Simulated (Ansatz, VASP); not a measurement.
GaSb3: VASP beside Ansatz

```xyz
4
Lattice="4.4216 0.0000 0.0000 -2.2108 3.8292 0.0000 0.0000 0.0000 7.3664" Properties=species:S:1:pos:R:3 pbc="T T T"
Ga    0.0000    2.5528    0.9541
Sb    0.0000    0.0000    0.0542
Sb    0.0000    2.5528    3.6688
Sb    2.2108    1.2764    5.1276
```

Alike in both runs: functional PBE; k mesh 5 × 5 × 3; occupations gaussian, width 0.2 eV; no spin polarisation.

Ansatz relaxed the structure, and its values are those at the end. VASP's run is a single point on that final structure, the one shown.

|  | VASP | Ansatz |
| --- | --- | --- |
| version | VASP 6.6.1 | Ansatz 0.2.0 |
| potentials or method | VASP PAW PBE potentials, release 64 (Ga_d, Sb), cutoff 500 eV | scalar-relativistic, plane waves, PAW |
| valence electrons in the cell | 28 | 58 |

```tsv
	VASP	Ansatz	Ansatz less VASP
gap on the k mesh at the Fermi level (eV)	0.45	0.45	+0.007
least direct gap on the mesh (eV)	0.65	0.63	-0.018
pressure (GPa)	0.0	0.0	-0.05
rms of the force components (eV/Å)	0.024	0.033	+0.0088
```

VASP's potentials hold 28 valence electrons a cell and Ansatz's 58, so a difference there can come from the potentials and not from the codes.

Neither program's run includes spin-orbit coupling.
